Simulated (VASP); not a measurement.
# BaGa2N2 in VASP: settings compared

BaGa2N2 is run at these levels: PBE, RPBE; tasks: single point.

Everything below comes from runs of VASP 6.6.1. Logs are shortened: lines on timing, memory, paths and dates and some standing lists are left out, and cuts for length are marked.

### Step 1. The cell of the first run

The typed cell holds 5 atoms: a = 4.546 Å, b = 4.546 Å, c = 4.917 Å, α = 90.00°, β = 90.00°, γ = 60.00°.

### Step 2. Single point, PBE

INCAR

```
SYSTEM = BaGa2N2
  PREC = Accurate
  ENCUT = 520
  EDIFF = 1E-6
  ISMEAR = -1
  SIGMA = 0.1
  LREAL = .False.
  LASPH = .True.
  NELM = 80
  ALGO = Normal
  ISIF = 2
  LWAVE = .False.
  LCHARG = .True.
  GGA = PE
  LELF = .True.
  LVHAR = .True.
  NBANDS = 31
```

KPOINTS

```
regular mesh
0
Gamma
  5 5 4
  0 0 0
```

POSCAR

```
BaGa2N2
1.0
    2.2727940000      3.9365920000      0.0000000000
   -2.2727940000      3.9365920000      0.0000000000
    0.0000000000      0.0000000000      4.9174780000
N Ba Ga
2 1 2
Direct
    0.3333000000      0.3334000000      0.1232000000
    0.6667000000      0.6666000000      0.8768000000
    0.0000000000      0.0000000000      0.0000000000
    0.3333000000      0.3334000000      0.4680000000
    0.6667000000      0.6666000000      0.5320000000
```

Potentials or basis: VASP PAW PBE potentials, release 64 (N, Ba_sv, Ga_d).

Run with:

```bash
$ cat potpaw_PBE.64/N/POTCAR potpaw_PBE.64/Ba_sv/POTCAR potpaw_PBE.64/Ga_d/POTCAR > POTCAR
$ mpirun -np 1 vasp_std > vasp.out
```

OUTCAR:

```text
SYSTEM = BaGa2N2
   PREC = Accurate
   ENCUT = 520
   EDIFF = 1E-6
   ISMEAR = -1
   LREAL = .False.
   LASPH = .True.
   NELM = 80
   ISIF = 2
   GGA = PE

 ion  position               nearest neighbor table
   1  0.333  0.333  0.123-   4 1.70   3 2.69   3 2.69   3 2.69
   2  0.667  0.667  0.877-   5 1.70   3 2.69   3 2.69   3 2.69
   3  0.000  0.000  0.000-   2 2.69   1 2.69   2 2.69   1 2.69   2 2.69   1 2.69   4 3.49   5 3.49
                             5 3.49   4 3.49   5 3.49   4 3.49   5 3.71   4 3.71   4 3.71   5 3.71
   4  0.333  0.333  0.468-   1 1.70   5 2.64   5 2.64   5 2.64   3 3.49   3 3.49   3 3.49   3 3.71
                             3 3.71   3 3.71
   5  0.667  0.667  0.532-   2 1.70   4 2.64   4 2.64   4 2.64   3 3.49   3 3.49   3 3.49   3 3.71
                             3 3.71   3 3.71

  LATTYP: Found a hexagonal cell.
 ALAT       =     4.5455856763
 C/A-ratio  =     1.0818139510

  Lattice vectors:

 A1 = (   2.2727940000,  -3.9365920000,   0.0000000000)
 A2 = (   2.2727940000,   3.9365920000,   0.0000000000)
 A3 = (   0.0000000000,   0.0000000000,   4.9174780000)

Analysis of symmetry for initial positions (statically):
=====================================================================
 Subroutine PRICEL returns:
 Original cell was already a primitive cell.

 Routine SETGRP: Setting up the symmetry group for a
 hexagonal supercell.

 Subroutine GETGRP returns: Found  4 space group operations
 (whereof  4 operations were pure point group operations)
 out of a pool of 24 trial point group operations.

The static configuration has the point symmetry C_2h.

Analysis of symmetry for dynamics (positions and initial velocities):
=====================================================================
 Subroutine PRICEL returns:
 Original cell was already a primitive cell.

 Routine SETGRP: Setting up the symmetry group for a
 hexagonal supercell.

 Subroutine GETGRP returns: Found  4 space group operations
 (whereof  4 operations were pure point group operations)
 out of a pool of 24 trial point group operations.

The dynamic configuration has the point symmetry C_2h.

 Subroutine INISYM returns: Found  4 space group operations
 (whereof  4 operations are pure point group operations),
 and found     1 'primitive' translations

----------------------------------------------------------------------------------------

                                     Primitive cell

  volume of cell :      87.9940

  direct lattice vectors                    reciprocal lattice vectors
     2.272794000  3.936592000  0.000000000     0.219993541  0.127013417  0.000000000
    -2.272794000  3.936592000  0.000000000    -0.219993541  0.127013417  0.000000000
     0.000000000  0.000000000  4.917478000     0.000000000  0.000000000  0.203356273

  length of vectors
     4.545585676  4.545585676  4.917478000     0.254026704  0.254026704  0.203356273

  position of ions in fractional coordinates (direct lattice)
     0.333300000  0.333400000  0.123200000
     0.666700000  0.666600000  0.876800000
     0.000000000  0.000000000  0.000000000
     0.333300000  0.333400000  0.468000000
     0.666700000  0.666600000  0.532000000

  ion indices of the primitive-cell ions
   primitive index   ion index
                 1           1
                 2           2
                 3           3
                 4           4
                 5           5

----------------------------------------------------------------------------------------

 KPOINTS: regular mesh

Automatic generation of k-mesh.
 Grid dimensions read from file:
 generate k-points for:    5    5    4

 Generating k-lattice:

  Cartesian coordinates                     Fractional coordinates (reciprocal lattice)
     0.043998708  0.025402683  0.000000000     0.200000000 -0.000000000  0.000000000
    -0.043998708  0.025402683  0.000000000    -0.000000000  0.200000000  0.000000000
     0.000000000  0.000000000  0.050839068     0.000000000  0.000000000  0.250000000

  Length of vectors
     0.050805341  0.050805341  0.050839068

  Shift w.r.t. Gamma in fractional coordinates (k-lattice)
     0.000000000  0.000000000  0.000000000

 Subroutine IBZKPT returns following result:
 ===========================================

 Found     33 irreducible k-points:

 Following reciprocal coordinates:
            Coordinates               Weight
  0.000000  0.000000  0.000000      1.000000
  0.200000 -0.000000  0.000000      4.000000
 -0.000000  0.200000  0.000000      2.000000
  0.400000 -0.000000  0.000000      4.000000
 -0.000000  0.400000  0.000000      2.000000
  0.400000  0.200000  0.000000      2.000000
[... 16 lines left out ...]
 -0.200000  0.400000  0.250000      4.000000
  0.400000 -0.200000  0.250000      4.000000
 [... further k-points ...]
   k-points           NKPTS =     33   k-points in BZ     NKDIM =     33   number of bands    NBANDS=     31
[... 56 lines left out ...]

 Free energy of the ion-electron system (eV)
  ---------------------------------------------------
  ext. energy  EPLUGINS =         0.00000000
  ---------------------------------------------------
  free energy    TOTEN  =       -21.13743621 eV

  energy without entropy =      -21.00293390  energy(sigma->0) =      -21.07018505

 E-fermi :   3.7326     XC(G=0): -10.3777

 val. band max:        3.7197912660   @ k =   0.4000  -0.0000   0.0000
 cond. band min:       3.7503424598   @ k =   0.2000  -0.0000   0.5000
 fundamental gap:      0.0305511938
 Fermi energy:         3.7325803583

 k-point     1 :       0.0000    0.0000    0.0000
  band No.  band energies     occupation
      1     -22.2781      2.00000
      2     -12.0404      2.00000
      3     -11.8503      2.00000
      4     -10.9259      2.00000
      5     -10.9258      2.00000
      6     -10.8754      2.00000
[... 23 lines left out ...]
     30       8.8378      0.00000
     31       8.8382      0.00000

 k-point     2 :       0.2000   -0.0000    0.0000
  band No.  band energies     occupation
      1     -22.2582      2.00000
      2     -12.0950      2.00000
      3     -11.8684      2.00000
      4     -10.9709      2.00000
      5     -10.9602      2.00000
      6     -10.8655      2.00000
[... 23 lines left out ...]
     30       9.9052      0.00000
     31      11.0679      0.00000

 k-point     3 :      -0.0000    0.2000    0.0000
  band No.  band energies     occupation
      1     -22.2582      2.00000
      2     -12.0951      2.00000
      3     -11.8683      2.00000
      4     -10.9709      2.00000
      5     -10.9600      2.00000
      6     -10.8656      2.00000
[... 23 lines left out ...]
     30       9.9060      0.00000
     31      11.0678      0.00000

 k-point     4 :       0.4000   -0.0000    0.0000
  band No.  band energies     occupation
      1     -22.2255      2.00000
      2     -12.1832      2.00000
      3     -11.9077      2.00000
      4     -11.0113      2.00000
      5     -10.9923      2.00000
      6     -10.8715      2.00000
[... 23 lines left out ...]
     30      11.4152      0.00000
     31      12.1009      0.00000

 k-point     5 :      -0.0000    0.4000    0.0000
  band No.  band energies     occupation
      1     -22.2255      2.00000
      2     -12.1835      2.00000
      3     -11.9076      2.00000
      4     -11.0112      2.00000
      5     -10.9920      2.00000
      6     -10.8716      2.00000
[... 23 lines left out ...]
     30      11.4160      0.00000
     31      12.1002      0.00000
[... 542 lines left out ...]
     30      11.2185      0.00000
     31      11.7941      0.00000

 k-point    22 :      -0.4000    0.2000    0.2500
  band No.  band energies     occupation
      1     -22.2125      2.00000
      2     -12.0989      2.00000
      3     -11.9619      2.00000
      4     -11.0629      2.00000
      5     -10.9267      2.00000
      6     -10.8864      2.00000
[... 23 lines left out ...]
     30      11.0149      0.00000
     31      11.7364      0.00000

 k-point    23 :      -0.2000    0.4000    0.2500
  band No.  band energies     occupation
      1     -22.2124      2.00000
      2     -12.0992      2.00000
      3     -11.9618      2.00000
      4     -11.0628      2.00000
      5     -10.9264      2.00000
      6     -10.8864      2.00000
[... 23 lines left out ...]
     30      11.0144      0.00000
     31      11.7361      0.00000

 k-point    24 :       0.4000   -0.2000    0.2500
  band No.  band energies     occupation
      1     -22.2125      2.00000
      2     -12.0990      2.00000
      3     -11.9619      2.00000
      4     -11.0629      2.00000
      5     -10.9267      2.00000
      6     -10.8864      2.00000
[... 23 lines left out ...]
     30      11.0143      0.00000
     31      11.7365      0.00000

 [... further k-points ...]

------------------------ aborting loop because EDIFF is reached ----------------------------------------

  FORCE on cell =-STRESS in cart. coord.  units (eV):
  Direction    XX          YY          ZZ          XY          YZ          ZX
  --------------------------------------------------------------------------------------
  -------------------------------------------------------------------------------------
  Total        5.1936106      5.1924182     16.0109016     -0.0010265     -0.0004005      0.0006936
  in kB       94.5642673     94.5425570    291.5234331     -0.0186900     -0.0072916      0.0126285
  external PRESSURE =     160.2100858 kB  Pullay stress =       0.0000000 kB

 VOLUME and BASIS-vectors are now :
 -----------------------------------------------------------------------------
  energy-cutoff  :      520.00
  volume of cell :       87.99
      direct lattice vectors                 reciprocal lattice vectors
     2.272794000  3.936592000  0.000000000     0.219993541  0.127013417  0.000000000
    -2.272794000  3.936592000  0.000000000    -0.219993541  0.127013417  0.000000000
     0.000000000  0.000000000  4.917478000     0.000000000  0.000000000  0.203356273

 POSITION                                       TOTAL-FORCE (eV/Angst)
 -----------------------------------------------------------------------------------
     -0.00023      2.62453      0.60583         0.000972     -0.000561     -2.551734
      0.00023      5.24866      4.31164        -0.000972      0.000561      2.551734
      0.00000      0.00000      0.00000         0.000000     -0.000000      0.000000
     -0.00023      2.62453      2.30138         0.001563     -0.000903      2.744188
      0.00023      5.24866      2.61610        -0.001563      0.000903     -2.744188
 -----------------------------------------------------------------------------------
    total drift:                               -0.000000      0.000000      0.000000

  FREE ENERGIE OF THE ION-ELECTRON SYSTEM (eV)
  ---------------------------------------------------
  free  energy   TOTEN  =       -21.1374362073 eV

  energy  without entropy=      -21.0029338965  energy(sigma->0) =      -21.07018505
```

Wall time 72 s (1 thread of Intel Xeon Platinum 8488C (Sapphire Rapids), shared host); peak memory 0.26 GiB.

Results:

```yaml
Free_energy: -21.1374 eV
Pressure: 16.0 GPa
Largest_force: 2.744 eV/Å
Band_gap_on_the_k_mesh: zero (bands 23 and 24 overlap by 0.22 eV)
```

Forces on the atoms (eV/Å):
```
N    0.001 -0.001 -2.552
N   -0.001  0.001  2.552
Ba   0.000  0.000  0.000
Ga   0.002 -0.001  2.744
Ga  -0.002  0.001 -2.744
```

Caveat: the stress differs along the axes, from 9 to 29 GPa; spin-orbit coupling is left out, which moves the levels of the heavy elements; forces of over 1 eV/Å act on the atoms, so gaps and moduli don't describe the material at rest.

### Step 3. Single point, PBE

INCAR

```
PREC     = Accurate       # precision mode
ENCUT    = 520            # plane-wave cutoff, eV
EDIFF    = 1E-6           # SCF threshold, eV
ISMEAR   = -1             # smearing method
SIGMA    = 0.1            # smearing width, eV
LREAL    = False          # projectors in reciprocal space
LASPH    = True           # aspherical terms in the spheres
NELM     = 80             # most SCF steps
ALGO     = Normal         # electronic algorithm
ISIF     = 2              # what is computed and relaxed
LWAVE    = False          # write WAVECAR
LCHARG   = False          # write CHGCAR
GGA      = PE             # functional
NBANDS   = 31             # bands
```

KPOINTS

```
regular mesh
0
Gamma
  5 5 4
```

POSCAR is that of step 2.

Potentials or basis: VASP PAW PBE potentials, release 64 (N, Ba_sv, Ga_d).

Run with:

```bash
$ cat potpaw_PBE.64/N/POTCAR potpaw_PBE.64/Ba_sv/POTCAR potpaw_PBE.64/Ga_d/POTCAR > POTCAR
$ mpirun -np 1 vasp_std > vasp.out
```

Run time: 73 s. Hardware: 1 thread of Intel Xeon Platinum 8488C (Sapphire Rapids), shared host; peak memory 0.26 GiB.

The run converged. Its results:

* Free energy: -21.1374 eV
* Pressure: 16.0 GPa
* Largest force: 2.744 eV/Å
* Band gap on the k mesh: zero (bands 23 and 24 overlap by 0.22 eV)

Forces on the atoms (eV/Å):
```
N    0.001 -0.001 -2.552
N   -0.001  0.001  2.552
Ba   0.000  0.000  0.000
Ga   0.002 -0.001  2.744
Ga  -0.002  0.001 -2.744
```

Stress tensor (GPa, compression positive):
```
 9.46  0.00  0.00
 0.00  9.45  0.00
 0.00  0.00 29.15
```

Levels at points of the mesh, in eV from the Fermi level:
```
           k point  band 19  band 20  band 21  band 22  band 23  band 24  band 25  band 26  band 27  band 28
(0.00, 0.00, 0.00)    -3.43    -2.70    -1.81    -0.19    -0.19     0.90     2.27     2.27     4.33     4.59
(0.00, 0.00, 0.50)    -2.87    -2.87    -1.36    -1.36     0.18     1.17     2.49     2.49     2.83     2.83
```

Caveat: the stress differs along the axes, from 9 to 29 GPa; spin-orbit coupling is left out, which moves the levels of the heavy elements; forces of over 1 eV/Å act on the atoms, so gaps and moduli don't describe the material at rest.

### Step 4. Single point, RPBE

INCAR

```
SYSTEM = BaGa2N2
PREC = Accurate
ENCUT = 520
EDIFF = 1E-7
ISMEAR = -1
SIGMA = 0.1
LREAL = .False.
LASPH = .True.
NELM = 100
ALGO = Normal
ISIF = 2
LWAVE = .False.
LCHARG = .False.
GGA = RP
NBANDS = 31
```

KPOINTS

```
Automatic mesh
0
Gamma
  5 5 4
  0 0 0
```

POSCAR is that of step 3.

Run with:

```bash
$ cat potpaw_PBE.64/N/POTCAR potpaw_PBE.64/Ba_sv/POTCAR potpaw_PBE.64/Ga_d/POTCAR > POTCAR
$ mpirun -np 1 vasp_std > vasp.out
```

Run time: 80 s. Hardware: 1 thread of Intel Xeon Platinum 8488C (Sapphire Rapids), shared host; peak memory 0.27 GiB.

It converged, with:

```yaml
Free_energy: -19.1895 eV
Pressure: 18.7 GPa
Largest_force: 2.862 eV/Å
Band_gap_on_the_k_mesh: zero (bands 23 and 24 overlap by 0.21 eV)
```

Forces on the atoms (eV/Å):
```
N    0.001 -0.001 -2.642
N   -0.001  0.001  2.642
Ba   0.000  0.000  0.000
Ga   0.002 -0.001  2.862
Ga  -0.002  0.001 -2.862
```

Stress tensor (GPa, compression positive):
```
12.03  0.00  0.00
 0.00 12.03  0.00
 0.00  0.00 31.97
```

Levels at points of the mesh, in eV from the Fermi level:
```
           k point  band 21  band 22  band 23  band 24  band 25  band 26
(0.00, 0.00, 0.00)    -1.80    -0.20    -0.20     0.94     2.26     2.26
(0.00, 0.00, 0.50)    -1.38    -1.37     0.17     1.19     2.50     2.50
```

Caveat: the stress differs along the axes, from 12 to 32 GPa; the PAW data sets were made with another functional, which shifts forces and pressure a little; spin-orbit coupling is left out, which moves the levels of the heavy elements.

### Step 5. Single point, PBE

INCAR

```
SYSTEM = BaGa2N2
PREC = Accurate
ENCUT = 520
EDIFF = 1E-6
ISMEAR = -1
SIGMA = 0.1
LREAL = .FALSE.
LASPH = .TRUE.
NELM = 60
ALGO = Normal
ISIF = 2
LWAVE = .FALSE.
LCHARG = .FALSE.
GGA = PE
NBANDS = 31
```

KPOINTS

```
regular mesh
0
G
  8 8 6
  0 0 0
```

POSCAR is that of step 4.

Run with:

```bash
$ cat potpaw_PBE.64/N/POTCAR potpaw_PBE.64/Ba_sv/POTCAR potpaw_PBE.64/Ga_d/POTCAR > POTCAR
$ mpirun -np 1 vasp_std > vasp.out
```

Run time: 3.4 min. Hardware: 1 thread of Intel Xeon Platinum 8488C (Sapphire Rapids), shared host; peak memory 0.43 GiB.

The run converged. Its results:

```
Free energy            : -21.1240 eV
Pressure               : 16.1 GPa
Largest force          : 2.719 eV/Å
Band gap on the k mesh : zero (bands 23 and 24 overlap by 0.40 eV)
```

Forces on the atoms (eV/Å):
```
N    0.001 -0.001 -2.545
N   -0.001  0.001  2.545
Ba   0.000  0.000  0.000
Ga   0.002 -0.001  2.719
Ga  -0.002  0.001 -2.719
```

Stress tensor (GPa, compression positive):
```
 9.45  0.00  0.00
 0.00  9.45  0.00
 0.00  0.00 29.44
```

Levels at points of the mesh, in eV from the Fermi level:
| k point | band 20 | band 21 | band 22 | band 23 | band 24 | band 25 | band 26 | band 27 |
| --- | --- | --- | --- | --- | --- | --- | --- | --- |
| (0.00, 0.00, 0.00) | -2.69 | -1.79 | -0.18 | -0.18 | 0.91 | 2.28 | 2.28 | 4.33 |
| (0.50, 0.00, 0.00) | -2.26 | -2.11 | -1.21 | -0.37 | 0.19 | 1.05 | 1.50 | 5.20 |
| (0.00, 0.50, 0.00) | -2.26 | -2.11 | -1.21 | -0.37 | 0.19 | 1.05 | 1.50 | 5.20 |
| (0.00, 0.00, 0.50) | -2.86 | -1.36 | -1.36 | 0.20 | 1.17 | 2.49 | 2.49 | 2.84 |
| (0.50, 0.00, 0.50) | -1.49 | -1.19 | -1.08 | -0.10 | 0.38 | 1.42 | 2.53 | 5.18 |
| (0.00, 0.50, 0.50) | -1.49 | -1.19 | -1.08 | -0.10 | 0.38 | 1.42 | 2.53 | 5.18 |

Caveat: the stress differs along the axes, from 9 to 29 GPa; spin-orbit coupling is left out, which moves the levels of the heavy elements; forces of over 1 eV/Å act on the atoms, so gaps and moduli don't describe the material at rest.

### Step 6. Summary

| level | k mesh | gap on the mesh (eV) | pressure (GPa) | largest force (eV/Å) |
| --- | --- | --- | --- | --- |
| PBE | 5 × 5 × 4 | none | 16.0 | 2.74 |
| RPBE | 5 × 5 × 4 | none | 18.7 | 2.86 |
| PBE | 8 × 8 × 6 | none | 16.1 | 2.72 |

Alike in all rows: task single point; potentials or basis VASP PAW PBE potentials, release 64 (N, Ba_sv, Ga_d); no spin polarisation; cell as given; cutoff (eV) 520; smearing fermi-dirac 0.1 eV.

The pressure there spans 16.0 GPa (PBE) to 18.7 GPa (RPBE); a positive pressure means that this level wants a larger cell, a negative one a smaller.

Caveats: spin-orbit coupling is left out, which moves the levels of the heavy elements; the stress differs along the axes, from 9 to 29 GPa (at least some runs); forces of over 1 eV/Å act on the atoms, so gaps and moduli don't describe the material at rest (at least some runs); the stress differs along the axes, from 12 to 32 GPa (at least some runs); the PAW data sets were made with another functional, which shifts forces and pressure a little (at least some runs).

Total energies depend on the potentials used, so only differences within one code and one set of settings carry meaning.

The gap in the log of VASP goes by the Fermi energy; the results here count the filled bands.